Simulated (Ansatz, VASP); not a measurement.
# One calculation of BN, two programs

The input INCAR:

```
  AGGAC = 1.0
  AGGAX = 1.0
  ALDAC = 0.0
  ALDAX = 1.0
  ALGO = Normal
  EDIFF = 1E-6
  ENCUT = 1330
  GGA = B5
  GGA_COMPAT = False
  ISIF = 2
  ISMEAR = -1
  IVDW = 12
  LASPH = True
  LCHARG = True
  LELF = True
  LREAL = False
  LVHAR = True
  LWAVE = False
  NBANDS = 11
  NELM = 120
  PREC = Accurate
  SIGMA = 0.15
  VDW_A1 = 0.4298
  VDW_A2 = 4.2359
  VDW_S6 = 1.0
  VDW_S8 = 2.6996
```

Contents of KPOINTS:

```
k-points
0
Gamma
  13 13 13
```

Contents of POSCAR:

```
BN
1.0
    0.0000000000      1.8130010000      1.8130010000
    1.8130010000      0.0000000000      1.8130010000
    1.8130010000      1.8130010000      0.0000000000
N B
1 1
Direct
    0.2500000000      0.2500000000      0.2500000000
    0.0000000000      0.0000000000      0.0000000000
```

Contents of input.yaml:

```yaml
crystal:
  lattice:
    - [0.0, 1.813001, 1.813001]
    - [1.813001, 0.0, 1.813001]
    - [1.813001, 1.813001, 0.0]
  atoms:
    - { symbol: "N", position: [0.25, 0.25, 0.25] }
    - { symbol: B, position: [0.0, 0.0, 0.0] }
hamiltonian:
  xc: blyp
  pseudopotentials: { kind: nc, accuracy: standard }
  dispersion: d3bj
kpoints:
  mp_grid: { grid: [13, 13, 13] }
  band_path:
    path:
      - [[0.0, 0.0, 0.0], [0.5, 0.0, 0.5], [0.5, 0.25, 0.75], [0.375, 0.375, 0.75], [0.0, 0.0, 0.0], [0.5, 0.5, 0.5], [0.625, 0.25, 0.625], [0.5, 0.25, 0.75], [0.5, 0.5, 0.5], [0.375, 0.375, 0.75]]
      - [[0.625, 0.25, 0.625], [0.5, 0.0, 0.5]]
    npoints: 14
scf:
  occupations: { method: fermi_dirac, width: 0.15 }
  n_extra_bands: 6
output:
  forces: true
  stress: true
  eigenvalues: true
  fatbands: false
  write_density: true
  write_potential: true
  elf: true
  volumetric_format: npy
```

Alike in both runs: functional BLYP; dispersion D3(BJ); k mesh 13 × 13 × 13; occupations fermi-dirac, width 0.15 eV; no spin polarisation.

|  | VASP | Ansatz |
| --- | --- | --- |
| version | VASP 6.6.1 | Ansatz 0.2.0 |
| potentials or method | VASP PAW PBE potentials, release 64 (N_h, B_h) | PseudoDojo standard (PBE files) |
| plane-wave cutoff (eV) | 1330 | 1143 |
| valence electrons in the cell | 8 | 8 |
| task | single point | band structure |

VASP gave:

```
gap on the k mesh at the Fermi level (eV) : 4.93
least direct gap on the mesh (eV)         : 8.88
pressure (GPa)                            : -4.3
```

**Question.** Estimate Ansatz's values.

**Answer.** gap on the k mesh at the Fermi level (eV): 4.95; least direct gap on the mesh (eV): 8.96; pressure (GPa): -0.6.

VASP's potentials were made for PBE, not for BLYP.

Noted on Ansatz's run: the potentials were made for another functional, which shifts forces and pressure; the k mesh misses the band edges, so the gap on the mesh is wider than the one along the path.
